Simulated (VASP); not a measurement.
# SnSe in VASP: further runs, part 2 of 3

VASP 6.6.1. The steps go on from the part before.

**3. Single point, PBE-based screened hybrid**

POSCAR

```
SnSe
1.0
    4.2853274191      0.0000000000      0.0000000000
    0.0000000000      4.2853274191      0.0000000000
    0.0000000000      0.0000000000     10.9906921300
Sn Se
2 2
Direct
    0.0000000000      0.5000000000      0.6277708900
    0.5000000000      0.0000000000      0.3722291100
    0.0000000000      0.5000000000      0.3839605100
    0.5000000000      0.0000000000      0.6160394900
```

INCAR.step1

```
ALGO     = Normal         # electronic algorithm
EDIFF    = 1E-5           # SCF threshold, eV
ENCUT    = 520            # plane-wave cutoff, eV
GGA      = PE             # functional
ISIF     = 2              # what is computed and relaxed
ISMEAR   = -1             # smearing method
LASPH    = True           # aspherical terms in the spheres
LCHARG   = False          # write CHGCAR
LREAL    = False          # projectors in reciprocal space
LWAVE    = True           # write WAVECAR
NBANDS   = 28             # bands
NELM     = 80             # most SCF steps
PREC     = Accurate       # precision mode
SIGMA    = 0.05           # smearing width, eV
```

INCAR.step2

```
AEXX     = 0.25           # exact-exchange fraction
ALGO     = Normal         # electronic algorithm
EDIFF    = 1E-6           # SCF threshold, eV
ENCUT    = 520            # plane-wave cutoff, eV
GGA      = PE             # functional
HFSCREEN = 0.2            # screening, 1/A
ISIF     = 2              # what is computed and relaxed
ISMEAR   = -1             # smearing method
ISTART   = 1            
LASPH    = True           # aspherical terms in the spheres
LCHARG   = False          # write CHGCAR
LHFCALC  = True           # exact exchange
LREAL    = False          # projectors in reciprocal space
LWAVE    = False          # write WAVECAR
NBANDS   = 28             # bands
NELM     = 80             # most SCF steps
PREC     = Accurate       # precision mode
PRECFOCK = Normal       
SIGMA    = 0.05           # smearing width, eV
```

KPOINTS

```
k-points
0
Gamma
  3 3 2
```

Potentials or basis: VASP PAW PBE potentials, release 64 (Sn_d, Se).

On the command line:

```bash
cat potpaw_PBE.64/Sn_d/POTCAR potpaw_PBE.64/Se/POTCAR > POTCAR
cp INCAR.step1 INCAR
mpirun -np 1 vasp_std > vasp.out
cp INCAR.step2 INCAR
mpirun -np 1 vasp_std > vasp.out
```

OUTCAR:

```text
AEXX = 0.25
   EDIFF = 1E-6
   ENCUT = 520
   GGA = PE
   HFSCREEN = 0.2
   ISIF = 2
   ISMEAR = -1
   ISTART = 1
   LASPH = True
   LHFCALC = True
   LREAL = False
   NELM = 80
   PREC = Accurate
   PRECFOCK = Normal

 ion  position               nearest neighbor table
   1  0.000  0.500  0.628-   3 2.68   4 3.03   4 3.03   4 3.03   4 3.03
   2  0.500  0.000  0.372-   4 2.68   3 3.03   3 3.03   3 3.03   3 3.03
   3  0.000  0.500  0.384-   1 2.68   2 3.03   2 3.03   2 3.03   2 3.03
   4  0.500  0.000  0.616-   2 2.68   1 3.03   1 3.03   1 3.03   1 3.03

  LATTYP: Found a simple tetragonal cell.
 ALAT       =     4.2853274191
 C/A-ratio  =     2.5647263453

  Lattice vectors:

 A1 = (   4.2853274191,   0.0000000000,   0.0000000000)
 A2 = (   0.0000000000,   4.2853274191,   0.0000000000)
 A3 = (   0.0000000000,   0.0000000000,  10.9906921300)

Analysis of symmetry for initial positions (statically):
=====================================================================
 Subroutine PRICEL returns:
 Original cell was already a primitive cell.

 Routine SETGRP: Setting up the symmetry group for a
 simple tetragonal supercell.

 Subroutine GETGRP returns: Found 16 space group operations
 (whereof  8 operations were pure point group operations)
 out of a pool of 16 trial point group operations.

The static configuration has the point symmetry D_2d.
 The point group associated with its full space group is D_4h.

Analysis of symmetry for dynamics (positions and initial velocities):
=====================================================================
 Subroutine PRICEL returns:
 Original cell was already a primitive cell.

 Routine SETGRP: Setting up the symmetry group for a
[... 114 lines left out ...]
  Fermi-wavevector in a.u.,A,eV,Ry     =   0.954473  1.803693 12.395171  0.911019
  Thomas-Fermi vector in A             =   2.083223
   LORBIT       =      0    0 simple, 1 ext, 2 COOP (PROOUT), +10 PAW based schemes
   GGA     = PE    functional components
   LHFCALC =     T    Hartree Fock is set to
   PRECFOCK=normal    Normal, Fast or Accurate (Low or Medium for compatibility)
   ENCUT4O =  -1.0   cutoff for four orbital integrals eV
   NKREDX  =     1    reduce k-point grid by
   NKREDY  =     1    reduce k-point grid by
   NKREDZ  =     1    reduce k-point grid by
   AEXX    =    0.2500 exact exchange contribution
   HFSCREEN=    0.2000 screening length (either q_TF or 0.3 A-1)
   HFSCREENC=   0.2000 screening length for correlation (either q_TF or 0.3 A-1)
   ENCUTFOCK=  -1.0 apply spherical cutoff to Coloumb kernel
   IVDW    =     0    specifies the selected vdW correction
   LEPSILON=     F    determine dielectric tensor
   LRPA    =     F    only Hartree local field effects (RPA)
 non-spin polarized calculation
  energy-cutoff  :      520.00
  volume of cell :      201.83
 maximum number of plane-waves:      5471
 NGX is ok and might be reduce to    32
  NGX = 24; NGY = 24; NGZ = 64

 number of electron      40.0000021 magnetization

 Free energy of the ion-electron system (eV)
  ---------------------------------------------------
  ext. energy  EPLUGINS =         0.00000000
  ---------------------------------------------------
  free energy    TOTEN  =       -19.54606471 eV

  energy without entropy =      -19.54606471  energy(sigma->0) =      -19.54606471

 E-fermi :   1.3032     XC(G=0):  -5.0971

 val. band max:        0.2905481548   @ k =   0.3333   0.0000   0.5000
 cond. band min:       2.3196223706   @ k =   0.3333   0.0000   0.5000
 fundamental gap:      2.0290742158
 Fermi energy:         1.3031797941

 k-point     1 :       0.0000    0.0000    0.0000
  band No.  band energies     occupation
      1     -22.9727      2.00000
      2     -22.9699      2.00000
      3     -22.9672      2.00000
      4     -22.9630      2.00000
      5     -22.9548      2.00000
      6     -22.9246      2.00000
[... 175 lines left out ...]
     27       7.0846      0.00000
     28       7.1448      0.00000

------------------------ aborting loop because EDIFF is reached ----------------------------------------

  FORCE on cell =-STRESS in cart. coord.  units (eV):
  Direction    XX          YY          ZZ          XY          YZ          ZX
  --------------------------------------------------------------------------------------
  -------------------------------------------------------------------------------------
  Total       -0.6453664     -0.6453664      0.9893416      0.0000000      0.0000000     -0.0000000
  in kB       -5.1229947     -5.1229947      7.8535098      0.0000000      0.0000000     -0.0000000
  external PRESSURE =      -0.7974932 kB  Pullay stress =       0.0000000 kB

 VOLUME and BASIS-vectors are now :
 -----------------------------------------------------------------------------
  energy-cutoff  :      520.00
  volume of cell :      201.83
      direct lattice vectors                 reciprocal lattice vectors
     4.285327419  0.000000000  0.000000000     0.233354398  0.000000000  0.000000000
     0.000000000  4.285327419  0.000000000     0.000000000  0.233354398  0.000000000
     0.000000000  0.000000000 10.990692130     0.000000000  0.000000000  0.090986081

 POSITION                                       TOTAL-FORCE (eV/Angst)
 -----------------------------------------------------------------------------------
      0.00000      2.14266      6.89964        -0.000000      0.000000      0.031217
      2.14266      0.00000      4.09106         0.000000      0.000000     -0.031217
      0.00000      2.14266      4.21999         0.000000     -0.000000     -0.364925
      2.14266      0.00000      6.77070         0.000000     -0.000000      0.364925
 -----------------------------------------------------------------------------------
    total drift:                                0.000000     -0.000000      0.000001

  FREE ENERGIE OF THE ION-ELECTRON SYSTEM (eV)
  ---------------------------------------------------
  free  energy   TOTEN  =       -19.5460647104 eV

  energy  without entropy=      -19.5460647074  energy(sigma->0) =      -19.54606471
```

OUTCAR.step1:

```text
EDIFF = 1E-5
   ENCUT = 520
   GGA = PE
   ISIF = 2
[... 397 lines left out ...]
      0.00000      2.14266      6.89964         0.000000      0.000000      0.253586
      2.14266      0.00000      4.09106        -0.000000      0.000000     -0.253586
      0.00000      2.14266      4.21999        -0.000000     -0.000000     -0.678325
      2.14266      0.00000      6.77070        -0.000000     -0.000000      0.678325
 -----------------------------------------------------------------------------------
    total drift:                                0.000000      0.000000      0.000000

  FREE ENERGIE OF THE ION-ELECTRON SYSTEM (eV)
  ---------------------------------------------------
  free  energy   TOTEN  =       -16.2987562393 eV

  energy  without entropy=      -16.2987558146  energy(sigma->0) =      -16.29875603
```

Wall time 18 min (1 thread of Intel Xeon Platinum 8375C at 2.90GHz (Ice Lake), shared host); peak memory 0.43 GiB.

What came out:

```yaml
Free_energy: -19.5461 eV
Largest_force: 0.365 eV/Å
Band_gap_on_the_k_mesh: 2.03 eV, direct
```

Forces on the atoms (eV/Å):
```
Sn   0.000  0.000  0.031
Sn   0.000  0.000 -0.031
Se   0.000  0.000 -0.365
Se   0.000  0.000  0.365
```

Caveat: the k points lie up to 0.49 Å⁻¹ apart; the PAW data sets were made with another functional, which shifts forces and pressure a little; spin-orbit coupling is left out, which moves the levels of the heavy elements.

**4. Single point, r2SCAN**

This run uses another cell than the first one, of 49.45 Å³/atom, 0.980 times its volume.

POSCAR

```
SnSe
1.0
    4.2565659658      0.0000000000      0.0000000000
    0.0000000000      4.2565659658      0.0000000000
    0.0000000000      0.0000000000     10.9169268730
Sn Se
2 2
Direct
    0.0000000000      0.5000000000      0.6277708900
    0.5000000000      0.0000000000      0.3722291100
    0.0000000000      0.5000000000      0.3839605100
    0.5000000000      0.0000000000      0.6160394900
```

INCAR.step1

```
  ALGO = Normal
  EDIFF = 1E-4
  ENCUT = 520
  GGA = PE
  ISMEAR = -1
  LASPH = True
  LCHARG = False
  LREAL = False
  LWAVE = True
  NBANDS = 28
  NELM = 60
  PREC = Accurate
  SIGMA = 0.05
```

INCAR.step2

```
  ALGO = Normal
  EDIFF = 1E-6
  ENCUT = 520
  ISIF = 2
  ISMEAR = -1
  ISTART = 1
  LASPH = True
  LCHARG = False
  LMIXTAU = True
  LREAL = False
  LWAVE = False
  METAGGA = R2SCAN
  NBANDS = 28
  NELM = 60
  PREC = Accurate
  SIGMA = 0.05
```

KPOINTS

```
k-points
0
Gamma
  6 6 3
```

On the command line:

```bash
cat potpaw_PBE.64/Sn_d/POTCAR potpaw_PBE.64/Se/POTCAR > POTCAR
cp INCAR.step1 INCAR
mpirun -np 1 vasp_std > vasp.out
cp INCAR.step2 INCAR
mpirun -np 1 vasp_std > vasp.out
```

Wall time 2.9 min (1 thread of Intel Xeon 6975P-C (Granite Rapids), shared host); peak memory 0.36 GiB.

It converged, with:

```
Free energy            : -79.5637 eV
Largest force          : 0.165 eV/Å
Band gap on the k mesh : 1.75 eV, direct
```

Forces on the atoms (eV/Å):
```
Sn   0.000  0.000  0.165
Sn   0.000  0.000 -0.165
Se   0.000  0.000 -0.114
Se   0.000  0.000  0.114
```

Levels at points of the mesh, in eV from the valence-band top:
| k point | band 18 | band 19 | band 20 | band 21 | band 22 | band 23 |
| --- | --- | --- | --- | --- | --- | --- |
| (0.00, 0.00, 0.00) | -1.90 | -1.90 | -0.32 | 1.87 | 4.13 | 4.15 |
| (0.50, 0.00, 0.00) | -1.72 | -0.16 | -0.16 | 1.84 | 1.84 | 2.29 |
| (0.50, 0.50, 0.00) | -3.45 | -1.84 | -1.84 | 4.03 | 4.03 | 5.11 |

Caveat: the PAW data sets were made with another functional, which shifts forces and pressure a little; spin-orbit coupling is left out, which moves the levels of the heavy elements.

[end of part 2 of 3]
